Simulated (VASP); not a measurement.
HgTe: single point with PBE0

HgTe:

```
Hg Te
1.0
     0.00000    3.14888    3.14888
     3.14888    0.00000    3.14888
     3.14888    3.14888    0.00000
Hg Te
1 1
Direct
  0.00000 0.00000 0.00000
  0.75000 0.75000 0.75000
```

* Program: VASP 6.6.1
* Task: single point
* Functional: PBE0
* Potentials or basis: VASP PAW PBE potentials, release 64 (Hg, Te)
* Cutoff: 520 eV
* k mesh: 4 × 4 × 4
* Occupations: fermi-dirac, width 0.05 eV
* Spin: no spin polarisation

```
Pressure               : 7.0 GPa
Band gap on the k mesh : 0.87 eV
```

Levels at points of the mesh, in eV from the valence-band top:
```
           k point  band 7  band 8  band 9  band 10  band 11  band 12
(0.00, 0.00, 0.00)    0.00    0.00    0.00     0.87     5.55     5.55
(0.50, 0.00, 0.00)   -6.57   -1.27   -1.27     2.10     6.46     6.46
(0.50, 0.50, 0.00)   -6.42   -2.88   -2.88     3.25     3.56    10.38
```

It took 9.5 min on 1 thread of Intel(R) Xeon(R) 6975P-C (Granite Rapids), on a shared host, peak memory 0.21 GiB.

Caveat: the k points lie up to 0.43 Å⁻¹ apart; the PAW data sets were made with another functional, which shifts forces and pressure a little; spin-orbit coupling is left out, which moves the levels of the heavy elements.
